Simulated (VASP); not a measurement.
# Sr4Er (P-43m) in VASP: notebook

The runs below take Sr4Er through single point, relaxation of cell and atoms, with PBE.

Everything below comes from runs of VASP 6.6.1. Logs are shortened: lines on timing, memory, paths and dates and some standing lists are left out, and cuts for length are marked.

### Step 1. The cell of the first run

Symmetry: P-43m, No. 215, cubic system. The conventional cell has a = 6.568 Å, b = 6.568 Å, c = 6.568 Å, α = 90.00°, β = 90.00°, γ = 90.00°. Within 4.3 Å of Sr (site symmetry 3m) lie 1 Er at 3.30 Å and 3 Sr at 3.90 Å. Within 4.3 Å of Er (site symmetry -43m) lie 4 Sr at 3.30 Å.

The cell was built from a structure type or drawn by symmetry, and may not be a known phase.

### Step 2. Single point, PBE

The input, INCAR:

```
SYSTEM = Sr4Er
  PREC = Accurate
  ENCUT = 500
  EDIFF = 1E-6
  ISMEAR = 0
  SIGMA = 0.1
  LREAL = .False.
  LASPH = .True.
  NELM = 200
  ALGO = Normal
  ISIF = 2
  LWAVE = .False.
  LCHARG = .True.
  GGA = PE
  LELF = .True.
  LVHAR = .True.
  NBANDS = 32
  GGA_COMPAT = .False.
  LMAXMIX = 6
```

The input, KPOINTS:

```
regular mesh
0
Gamma
  6 6 6
  0 0 0
```

The input, POSCAR:

```
Sr4Er
1.0
    6.5677993685      0.0000000000      0.0000000000
    0.0000000000      6.5677993685      0.0000000000
    0.0000000000      0.0000000000      6.5677993685
Sr Er
4 1
Direct
    0.2900824812      0.2900824812      0.2900824812
    0.7099175188      0.7099175188      0.2900824812
    0.2900824812      0.7099175188      0.7099175188
    0.7099175188      0.2900824812      0.7099175188
    0.0000000000      0.0000000000      0.0000000000
```

Potentials or basis: VASP PAW PBE potentials, release 64 (Sr_sv, Er_3), 4f in core.

The run is started by

```bash
cat potpaw_PBE.64/Sr_sv/POTCAR potpaw_PBE.64/Er_3/POTCAR > POTCAR
mpirun -np 1 vasp_std > vasp.out
```

OUTCAR:

```text
SYSTEM = Sr4Er
   PREC = Accurate
   ENCUT = 500
   EDIFF = 1E-6
   ISMEAR = 0
   LREAL = .False.
   LASPH = .True.
   NELM = 200
   ISIF = 2
   GGA = PE

 ion  position               nearest neighbor table
   1  0.290  0.290  0.290-   5 3.30   3 3.90   4 3.90   2 3.90   3 4.70   4 4.70   2 4.70   3 4.70
                             2 4.70   4 4.70
   2  0.710  0.710  0.290-   5 3.30   3 3.90   4 3.90   1 3.90   1 4.70   3 4.70   1 4.70   4 4.70
                             3 4.70   4 4.70
   3  0.290  0.710  0.710-   5 3.30   2 3.90   4 3.90   1 3.90   1 4.70   4 4.70   1 4.70   2 4.70
                             2 4.70   4 4.70
   4  0.710  0.290  0.710-   5 3.30   2 3.90   3 3.90   1 3.90   1 4.70   3 4.70   1 4.70   2 4.70
                             2 4.70   3 4.70
   5  0.000  0.000  0.000-   1 3.30   2 3.30   3 3.30   4 3.30

  LATTYP: Found a simple cubic cell.
 ALAT       =     6.5677993685

  Lattice vectors:

 A1 = (   6.5677993685,   0.0000000000,   0.0000000000)
 A2 = (   0.0000000000,   6.5677993685,   0.0000000000)
 A3 = (   0.0000000000,   0.0000000000,   6.5677993685)

Analysis of symmetry for initial positions (statically):
=====================================================================
 Subroutine PRICEL returns:
 Original cell was already a primitive cell.

 Routine SETGRP: Setting up the symmetry group for a
 simple cubic supercell.

 Subroutine GETGRP returns: Found 24 space group operations
 (whereof 24 operations were pure point group operations)
 out of a pool of 48 trial point group operations.

The static configuration has the point symmetry T_d .

Analysis of symmetry for dynamics (positions and initial velocities):
=====================================================================
 Subroutine PRICEL returns:
 Original cell was already a primitive cell.

 Routine SETGRP: Setting up the symmetry group for a
 simple cubic supercell.

 Subroutine GETGRP returns: Found 24 space group operations
 (whereof 24 operations were pure point group operations)
 out of a pool of 48 trial point group operations.

The dynamic configuration has the point symmetry T_d .

 Subroutine INISYM returns: Found 24 space group operations
 (whereof 24 operations are pure point group operations),
 and found     1 'primitive' translations

----------------------------------------------------------------------------------------

                                     Primitive cell

  volume of cell :     283.3085

  direct lattice vectors                    reciprocal lattice vectors
     6.567799369  0.000000000  0.000000000     0.152258001  0.000000000  0.000000000
     0.000000000  6.567799369  0.000000000     0.000000000  0.152258001  0.000000000
     0.000000000  0.000000000  6.567799369     0.000000000  0.000000000  0.152258001

  length of vectors
     6.567799369  6.567799369  6.567799369     0.152258001  0.152258001  0.152258001

  position of ions in fractional coordinates (direct lattice)
     0.290082481  0.290082481  0.290082481
     0.709917519  0.709917519  0.290082481
     0.290082481  0.709917519  0.709917519
     0.709917519  0.290082481  0.709917519
     0.000000000  0.000000000  0.000000000

  ion indices of the primitive-cell ions
   primitive index   ion index
                 1           1
                 2           2
                 3           3
                 4           4
                 5           5

----------------------------------------------------------------------------------------

 KPOINTS: regular mesh

Automatic generation of k-mesh.
 Grid dimensions read from file:
 generate k-points for:    6    6    6

 Generating k-lattice:

  Cartesian coordinates                     Fractional coordinates (reciprocal lattice)
     0.025376333  0.000000000  0.000000000     0.166666667  0.000000000  0.000000000
     0.000000000  0.025376333  0.000000000     0.000000000  0.166666667  0.000000000
     0.000000000  0.000000000  0.025376333     0.000000000  0.000000000  0.166666667

  Length of vectors
     0.025376333  0.025376333  0.025376333

  Shift w.r.t. Gamma in fractional coordinates (k-lattice)
     0.000000000  0.000000000  0.000000000

 Subroutine IBZKPT returns following result:
 ===========================================

 Found     20 irreducible k-points:

 Following reciprocal coordinates:
            Coordinates               Weight
  0.000000  0.000000  0.000000      1.000000
  0.166667  0.000000  0.000000      6.000000
  0.333333  0.000000  0.000000      6.000000
  0.500000  0.000000  0.000000      3.000000
  0.166667  0.166667  0.000000     12.000000
  0.333333  0.166667  0.000000     24.000000
[... 12 lines left out ...]
  0.500000  0.500000  0.333333      6.000000
  0.500000  0.500000  0.500000      1.000000
   k-points           NKPTS =     20   k-points in BZ     NKDIM =     20   number of bands    NBANDS=     32
   number of dos      NEDOS =    301   number of ions     NIONS =      5
   total plane-waves  NPLWV = 110592
   dimension x,y,z NGX =    48 NGY =   48 NGZ =   48
   dimension x,y,z NGXF=    96 NGYF=   96 NGZF=   96
   ions per type =               4   1
   NGX,Y,Z   is equivalent  to a cutoff of  12.15, 12.15, 12.15 a.u.
   NGXF,Y,Z  is equivalent  to a cutoff of  24.30, 24.30, 24.30 a.u.
 SYSTEM =  Sr4Er
   PREC   = accura    normal or accurate (medium, high low for compatibility)
   ISTART =      0    job   : 0-new  1-cont  2-samecut
   ICHARG =      2    charge: 1-file 2-atom 10-const
   ISPIN  =      1    spin polarized calculation?
   LNONCOLLINEAR =      F non collinear calculations
   LSORBIT =      F    spin-orbit coupling
   LASPH  =      T    aspherical Exc in radial PAW
   ENCUT  =  500.0 eV  36.75 Ry    6.06 a.u.  11.97 11.97 11.97*2*pi/ulx,y,z
   NELM   =    200;   NELMIN=  2; NELMDL= -5     # of ELM steps
   EDIFF  = 0.1E-05   stopping-criterion for ELM
   LREAL  =      F    real-space projection
   EDIFFG = 0.1E-04   stopping-criterion for IOM
   NSW    =      0    number of steps for IOM
   IBRION =     -1    ionic relax: 0-MD 1-quasi-New 2-CG
   NFREE  =      0    steps in history (QN), initial steepest desc. (CG)
   ISIF   =      2    stress and relaxation
   ISYM   =      2    0-nonsym 1-usesym 2-fastsym
   POTIM  = 0.5000    time-step for ionic-motion
   TEBEG  =    0.0;   TEEND  =   0.0 temperature during run
   PSTRESS=    0.0 pullay stress
   NELECT =      49.0000    total number of electrons
   NUPDOWN=      -1.0000    fix difference up-down
   EMIN   =  10.00;   EMAX   =-10.00  energy-range for DOS
   EFERMI =   0.00;   METHOD = LEGACY
   ISMEAR =     0;   SIGMA  =   0.10  broadening in eV -4-tet -1-fermi 0-gaus
   EFERMI_NEDOS =   21; number of points for ismear=-14 and -15
   IALGO  =     38    algorithm
   IMIX   =      4    mixing-type and parameters
     AMIX     =   0.40;   BMIX     =  1.00
     AMIX_MAG =   1.60;   BMIX_MAG =  1.00
  volume/ion in A,a.u.               =      56.66       382.37
  Fermi-wavevector in a.u.,A,eV,Ry     =   0.912124  1.723663 11.319629  0.831969
  Thomas-Fermi vector in A             =   2.036483
   LORBIT       =      0    0 simple, 1 ext, 2 COOP (PROOUT), +10 PAW based schemes
   GGA     = PE    functional components
   LHFCALC =     F    Hartree Fock is set to
   AEXX    =    0.0000 exact exchange contribution
   IVDW    =     0    specifies the selected vdW correction
   LEPSILON=     F    determine dielectric tensor
   LRPA    =     F    only Hartree local field effects (RPA)
 non-spin polarized calculation
 Gauss-broadening in eV      SIGMA  =   0.10
  energy-cutoff  :      500.00
  volume of cell :      283.31
 maximum number of plane-waves:      7224
 NGX is ok and might be reduce to    48
   NGX = 23   NGY = 23   NGZ = 23

 number of electron      49.0000001 magnetization

 Free energy of the ion-electron system (eV)
  ---------------------------------------------------
  ext. energy  EPLUGINS =         0.00000000
  ---------------------------------------------------
  free energy    TOTEN  =        -7.37555987 eV

  energy without entropy =       -7.32136525  energy(sigma->0) =       -7.34846256

 E-fermi :   1.0469     XC(G=0):  -7.2564

 val. band max:        1.0452643816   @ k =   0.5000   0.3333   0.1667
 cond. band min:       1.0619447487   @ k =   0.3333   0.3333   0.1667
 fundamental gap:      0.0166803671
 Fermi energy:         1.0469187599

 k-point     1 :       0.0000    0.0000    0.0000
  band No.  band energies     occupation
      1     -35.4668      2.00000
      2     -35.4494      2.00000
      3     -35.4494      2.00000
      4     -35.4494      2.00000
      5     -24.8882      2.00000
      6     -24.8882      2.00000
[... 24 lines left out ...]
     31       1.8397      0.00000
     32       1.8397      0.00000

 k-point     2 :       0.1667    0.0000    0.0000
  band No.  band energies     occupation
      1     -35.4666      2.00000
      2     -35.4496      2.00000
      3     -35.4494      2.00000
      4     -35.4494      2.00000
      5     -24.8882      2.00000
      6     -24.8882      2.00000
[... 24 lines left out ...]
     31       1.8572      0.00000
     32       2.1690      0.00000

 k-point     3 :       0.3333    0.0000    0.0000
  band No.  band energies     occupation
      1     -35.4661      2.00000
      2     -35.4501      2.00000
      3     -35.4494      2.00000
      4     -35.4494      2.00000
      5     -24.8883      2.00000
      6     -24.8882      2.00000
[... 24 lines left out ...]
     31       2.0463      0.00000
     32       2.3711      0.00000

 k-point     4 :       0.5000    0.0000    0.0000
  band No.  band energies     occupation
      1     -35.4658      2.00000
      2     -35.4504      2.00000
      3     -35.4494      2.00000
      4     -35.4494      2.00000
      5     -24.8883      2.00000
      6     -24.8882      2.00000
[... 514 lines left out ...]
     31       2.1892      0.00000
     32       2.2395      0.00000

 k-point    19 :       0.5000    0.5000    0.3333
  band No.  band energies     occupation
      1     -35.4638      2.00000
      2     -35.4505      2.00000
      3     -35.4505      2.00000
      4     -35.4502      2.00000
      5     -24.8883      2.00000
      6     -24.8883      2.00000
[... 24 lines left out ...]
     31       2.1682      0.00000
     32       2.2190      0.00000

 k-point    20 :       0.5000    0.5000    0.5000
  band No.  band energies     occupation
      1     -35.4635      2.00000
      2     -35.4505      2.00000
      3     -35.4505      2.00000
      4     -35.4505      2.00000
      5     -24.8883      2.00000
      6     -24.8883      2.00000
[... 24 lines left out ...]
     31       2.1873      0.00000
     32       2.1873      0.00000

------------------------ aborting loop because EDIFF is reached ----------------------------------------

  FORCE on cell =-STRESS in cart. coord.  units (eV):
  Direction    XX          YY          ZZ          XY          YZ          ZX
  --------------------------------------------------------------------------------------
  -------------------------------------------------------------------------------------
  Total        0.0221073      0.0221073      0.0221073      0.0000000      0.0000000      0.0000000
  in kB        0.1250221      0.1250221      0.1250221      0.0000000      0.0000000      0.0000000
  external PRESSURE =       0.1250221 kB  Pullay stress =       0.0000000 kB

 VOLUME and BASIS-vectors are now :
 -----------------------------------------------------------------------------
  energy-cutoff  :      500.00
  volume of cell :      283.31
      direct lattice vectors                 reciprocal lattice vectors
     6.567799369  0.000000000  0.000000000     0.152258001  0.000000000  0.000000000
     0.000000000  6.567799369  0.000000000     0.000000000  0.152258001  0.000000000
     0.000000000  0.000000000  6.567799369     0.000000000  0.000000000  0.152258001

 POSITION                                       TOTAL-FORCE (eV/Angst)
 -----------------------------------------------------------------------------------
      1.90520      1.90520      1.90520         0.003166      0.003166      0.003166
      4.66260      4.66260      1.90520        -0.003166     -0.003166      0.003166
      1.90520      4.66260      4.66260         0.003166     -0.003166     -0.003166
      4.66260      1.90520      4.66260        -0.003166      0.003166     -0.003166
      0.00000      0.00000      0.00000        -0.000000     -0.000000     -0.000000
 -----------------------------------------------------------------------------------
    total drift:                               -0.000000     -0.000000      0.000000

  FREE ENERGIE OF THE ION-ELECTRON SYSTEM (eV)
  ---------------------------------------------------
  free  energy   TOTEN  =        -7.3755598735 eV

  energy  without entropy=       -7.3213652479  energy(sigma->0) =       -7.34846256
```

Wall time 3 min (1 thread of Intel Xeon 6975P-C (Granite Rapids), shared host); peak memory 0.41 GiB.

Results:

```
Free energy            : -7.3756 eV
Pressure               : 0.0 GPa
Largest force          : 0.005 eV/Å
Band gap on the k mesh : zero (an odd number of electrons rules out a gap without spin polarisation)
```

Forces on the atoms (eV/Å):
```
Sr   0.003  0.003  0.003
Sr  -0.003 -0.003  0.003
Sr   0.003 -0.003 -0.003
Sr  -0.003  0.003 -0.003
Er   0.000  0.000  0.000
```

Caveat: spin-orbit coupling is left out, which moves the levels of the heavy elements; the 4f electrons are frozen in the core, so they carry no moment and show no levels.

### Step 3. Relaxation of cell and atoms, PBE

This run uses another cell than the first one, of 53.51 Å³/atom.

The input, INCAR:

```
SYSTEM = Sr4Er
  PREC = Accurate
  ENCUT = 500
  EDIFF = 1E-7
  ISMEAR = 0
  SIGMA = 0.1
  LREAL = .FALSE.
  LASPH = .TRUE.
  NELM = 200
  ALGO = Normal
  ISIF = 3
  LWAVE = .FALSE.
  LCHARG = .FALSE.
  GGA = PE
  IBRION = 2
  NSW = 100
  EDIFFG = -0.01
  GGA_COMPAT = .FALSE.
  NELMIN = 4
  LMAXMIX = 6
```

The input, KPOINTS:

```
regular mesh
0
G
  6 6 6
  0 0 0
```

The input, POSCAR:

```
Sr4Er
1.0
    6.4438955833      0.0000000000      0.0000000000
    0.0000000000      6.4438955833      0.0000000000
    0.0000000000      0.0000000000      6.4438955833
Sr Er
4 1
Direct
    0.2892692242      0.2892692242      0.2892692242
    0.7107307758      0.7107307758      0.2892692242
    0.2892692242      0.7107307758      0.7107307758
    0.7107307758      0.2892692242      0.7107307758
    0.0000000000      0.0000000000      0.0000000000
```

Potentials or basis: VASP PAW PBE potentials, release 64 (Sr_sv, Er_3), 4f in core.

The run is started by

```bash
cat potpaw_PBE.64/Sr_sv/POTCAR potpaw_PBE.64/Er_3/POTCAR > POTCAR
mpirun -np 1 vasp_std > vasp.out
```

Wall time 14 min (1 thread of Intel Xeon 6975P-C (Granite Rapids), shared host); peak memory 0.41 GiB.

Results (log left out):

* Free energy: -7.3742 eV
* Relaxed volume: 56.72 Å³/atom
* Relaxed cell: a = 6.570 Å, b = 6.570 Å, c = 6.570 Å, α = 90.00°, β = 90.00°, γ = 90.00°
* Space group after relaxing (to 0.1 Å): P-43m (No. 215)
* Energy gained by relaxing: 4.6 meV/atom
* Ionic steps: 6
* Pressure after relaxing: 0.0 GPa
* Band gap on the k mesh: zero (an odd number of electrons rules out a gap without spin polarisation)

The path:
```csv
step,energy change (eV),largest force (eV/Å),pressure (GPa),volume (Å³)
1,0.0000,0.0208,0.48,267.57
2,-0.0146,0.0289,0.27,273.80
3,-0.0226,0.0418,-0.02,284.14
4,-0.0226,0.0405,0.00,283.40
5,-0.0229,0.0277,0.00,283.47
6,-0.0232,0.0005,0.00,283.62
```

Final structure:
```
Sr Er
1.0
     6.57021    0.00000    0.00000
     0.00000    6.57021    0.00000
     0.00000    0.00000    6.57021
Sr Er
4 1
Cartesian
  1.9067 1.9067 1.9067
  4.6635 4.6635 1.9067
  1.9067 4.6635 4.6635
  4.6635 1.9067 4.6635
  0.0000 0.0000 0.0000
```

Levels at points of the mesh, in eV from the Fermi level:
```tsv
k point	band 23	band 24	band 25	band 26	band 27	band 28
(0.00, 0.00, 0.00)	-0.39	-0.20	-0.20	0.03	0.34	0.78
(0.50, 0.00, 0.00)	-0.13	-0.13	-0.09	0.19	0.51	0.78
(0.50, 0.50, 0.00)	-1.10	-0.04	0.40	0.40	0.40	0.79
(0.50, 0.50, 0.50)	-0.80	-0.50	-0.16	-0.16	-0.16	0.65
```

Caveat: spin-orbit coupling is left out, which moves the levels of the heavy elements; the 4f electrons are frozen in the core, so they carry no moment and show no levels. Spin polarisation is off, so any magnetic state and its effect on volume and gap are missing.
